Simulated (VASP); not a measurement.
Runs of VASP 6.6.1 on Ti2Co. The structure is that of space group Fd-3m (No. 227), or close to it. The cells are those of the table. 

```csv
task,cell,smearing,gap on the mesh (eV),pressure (GPa),moment (μB)
single point,"a = 4.982 Å, angles 60.0°, 6 atoms",gaussian 0.1 eV,none,-3.1,1.99
single point,"a = 4.904 Å, angles 60.0°, 6 atoms",gaussian 0.2 eV,none,2.3,1.59
electric field gradients,"a = 4.937 Å, angles 60.0°, 6 atoms",gaussian 0.2 eV,none,-0.1,1.70
single point,"a = 4.836 Å, angles 60.0°, 6 atoms",gaussian 0.1 eV,none,7.5,1.45
single point,"a = 4.759 Å, angles 60.0°, 6 atoms",gaussian 0.1 eV,none,15.9,1.13
single point,"a = 4.935 Å, angles 60.0°, 6 atoms",gaussian 0.1 eV,none,-0.2,(b)
single point,"a = 4.834 Å, angles 60.0°, 6 atoms",gaussian 0.1 eV,none,(a),1.44
```

Alike in all rows: level PBEsol; potentials or basis VASP PAW PBE potentials, release 64 (Ti_sv, Co); spin collinear, ferromagnetic start; k mesh 10 × 10 × 10; cutoff (eV) 520.

Q: Estimate the missing entries.

A: (a) 8.1; (b) 1.83.

Caveats: the PAW data sets were made with another functional, which shifts forces and pressure a little; the cell stands under pressure (at least some runs); the cell stands under tension (at least some runs).

A gap of «none» marks levels without a gap at the run's occupations.
